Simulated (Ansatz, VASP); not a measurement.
ScGa5S: VASP beside Ansatz

```
CELL_PARAMETERS angstrom
4.37965 0.00000 0.00000
0.00000 4.93418 0.00000
0.00000 0.00000 6.84028
ATOMIC_POSITIONS crystal
Sc 0.00000 0.00000 0.50000
Ga 0.56700 0.75537 0.20740
Ga 0.43300 0.75537 0.79260
Ga 0.43300 0.24463 0.20740
Ga 0.56700 0.24463 0.79260
Ga 0.00000 0.50000 0.00000
S 0.00000 0.50000 0.50000
```

Alike in both runs: functional PBE; k mesh 4 × 4 × 3; occupations gaussian, width 0.2 eV; no spin polarisation.

Ansatz relaxed the structure, and its values are those at the end. VASP's run is a single point on that final structure, the one shown.

```csv
,VASP,Ansatz
version,VASP 6.6.1,Ansatz 0.2.0
potentials or method,"VASP PAW PBE potentials, release 64 (Sc_sv, Ga_d, S), cutoff 520 eV","scalar-relativistic, plane waves, PAW"
valence electrons in the cell,82,82
```

```tsv
	VASP	Ansatz	Ansatz less VASP
gap on the k mesh at the Fermi level (eV)	none	none	-
pressure (GPa)	0.2	0.1	-0.11
rms of the force components (eV/Å)	0.027	0.027	-0.0007
```

A gap of «none» marks a metal or a gap that the smearing closes.
